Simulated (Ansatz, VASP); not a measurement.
Two plane-wave programs on Sb

```
CELL_PARAMETERS angstrom
2.14560 1.23876 3.65874
-2.14560 1.23876 3.65874
0.00000 -2.47753 3.65874
ATOMIC_POSITIONS crystal
Sb 0.23594 0.23594 0.23594
Sb 0.76406 0.76406 0.76406
```

Alike in both runs: task single point; functional LDA; k mesh 9 × 9 × 9; no spin polarisation.

```csv
,VASP,Ansatz
version,VASP 6.6.1,Ansatz 0.2.0
potentials or method,"VASP PAW LDA potentials, release 64 (Sb), cutoff 520 eV","plane waves (420 eV) with PAW, scalar-relativistic"
occupations,"methfessel-paxton of order 1, width 1 eV","cold, width 1 eV"
valence electrons in the cell,10,30
```

VASP gave:

```
pressure (GPa)                                                : 0.0
traceless stress, the component that is largest in VASP (GPa) : 0.09
```

**Question.** Which values does Ansatz return?

**Answer.** Pressure (GPa): -0.5; traceless stress, the component that is largest in VASP (GPa): 0.47.

Ansatz warns that its potentials were made for another functional, while VASP's fit it. LDA's correlation is that of Perdew and Zunger in VASP and of Perdew and Wang (1992) in Ansatz. VASP's potentials hold 10 valence electrons a cell and Ansatz's 30, so a difference there can come from the potentials and not from the codes.

Spin-orbit coupling is off throughout.
